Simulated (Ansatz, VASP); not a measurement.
# Two plane-wave programs on CuO

Contents of INCAR:

```
SYSTEM = CuO
PREC = Accurate ; ENCUT = 600
EDIFF = 1E-6 ; ISMEAR = -1
SIGMA = 0.05 ; LREAL = .False.
LASPH = .True. ; NELM = 100
ALGO = Normal ; ISIF = 3
LWAVE = .False. ; LCHARG = .False.
GGA = CA ; IBRION = 2
NSW = 60 ; EDIFFG = -0.01
```

KPOINTS

```
Automatic mesh
0
Gamma
  8 8 6
  0 0 0
```

File POSCAR:

```
CuO
1.0
    3.1754955000      0.0000000000      0.0000000000
    0.0000000000      3.1754955000      0.0000000000
    0.0000000000      0.0000000000      4.6495318700
Cu O
2 2
Direct
    0.0000000000      0.0000000000      0.0000000000
    0.5000000000      0.5000000000      0.0000000000
    0.5000000000      0.0000000000      0.2670000000
    0.0000000000      0.5000000000      0.7330000000
```

File input.yaml:

```yaml
crystal:
  lattice:
    - [3.1754955, 0.0, 0.0]
    - [0.0, 3.1754955, 0.0]
    - [0.0, 0.0, 4.64953187]
  atoms:
    - { symbol: Cu, position: [0.0, 0.0, 0.0] }
    - { symbol: Cu, position: [0.5, 0.5, 0.0] }
    - { symbol: O, position: [0.5, 0.0, 0.267] }
    - { symbol: O, position: [0.0, 0.5, 0.733] }
hamiltonian:
  xc: lda
  pseudopotentials: { kind: paw }
kpoints:
  mp_grid: { grid: [8, 8, 6] }
scf:
  occupations: { method: fermi_dirac, width: 0.05 }
output:
  forces: true
  stress: true
  eigenvalues: true
relax:
  f_tol: 0.01
  max_steps: 40
  cell: { stress_tol: 0.05 }
```

Alike in both runs: task relaxation of cell and atoms; functional LDA; k mesh 8 × 8 × 6; occupations fermi-dirac, width 0.05 eV; no spin polarisation.

```csv
,VASP,Ansatz
version,VASP 6.6.1,Ansatz 0.2.0
potentials or method,"VASP PAW LDA potentials, release 64 (Cu, O)",Ansatz PAW
plane-wave cutoff (eV),600,420
valence electrons in the cell,34,50
```

VASP gave:

```
gap on the k mesh at the Fermi level, each at its own relaxed structure (eV) : none
relaxed volume (Å³/atom)                                                     : 11.10
relaxed cell length with the largest relative difference (Å)                 : 3.080
```

Q: Estimate Ansatz's values.

A: gap on the k mesh at the Fermi level, each at its own relaxed structure (eV): none; relaxed volume (Å³/atom): 11.07; relaxed cell length with the largest relative difference (Å): 3.072.

LDA's correlation is that of Perdew and Zunger in VASP and of Perdew and Wang (1992) in Ansatz. A gap of «none» marks a metal or a gap that the smearing closes. VASP's potentials hold 34 valence electrons a cell and Ansatz's 50, so a difference there can come from the potentials and not from the codes.

Noted on Ansatz's run: the plane-wave basis is chosen anew once the cell has moved, so the energies of steps on either side of that aren't comparable.
